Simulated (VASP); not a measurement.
Input of a VASP 6.6.1 run:

Contents of INCAR:

```
PREC = Accurate ; ENCUT = 600
EDIFF = 1E-6 ; ISMEAR = 0
SIGMA = 0.01 ; LREAL = F
LASPH = T ; NELM = 60
ALGO = Normal ; ISIF = 3
LWAVE = F ; LCHARG = F
GGA = CA ; IBRION = 2
NSW = 100 ; EDIFFG = -0.002
PSTRESS = 70.0
```

Contents of KPOINTS:

```
Automatic mesh
0
Gamma
  8 8 8
```

Contents of POSCAR:

```
ZnS
1.0
    2.6484687084      2.6484687084      0.0000000000
   -2.6484687084      2.6484687084      0.0000000000
    0.0000000000      2.6484687084      2.6484687084
Zn S
1 1
Direct
    0.7500000000      0.2500000000      0.5000000000
    0.0000000000      0.0000000000      0.0000000000
```

Potentials or basis: VASP PAW LDA potentials, release 64 (Zn, S).

Run with:

```console
$ cat potpaw_LDA.64/Zn/POTCAR potpaw_LDA.64/S/POTCAR > POTCAR
$ mpirun -np 1 vasp_std > vasp.out
```

Task: Predict the relaxed volume.

Result: 17.39 Å³/atom.

Task: What does it give for the space group after relaxing (to 0.05 Å)?

Result: F-43m (No. 216).

The path:
```csv
step,energy change (eV),largest force (eV/Å),pressure (GPa),volume (Å³)
1,0.0000,0.0000,0.26,37.15
2,0.1543,0.0000,13.29,33.11
3,0.0507,0.0000,6.91,34.77
4,0.0528,0.0000,7.10,34.72
5,0.0506,0.0000,6.98,34.77
```

Caveat: the cell is relaxed towards a set pressure, so the enthalpy falls and the energy may rise. LDA usually gives volumes a few per cent too small.
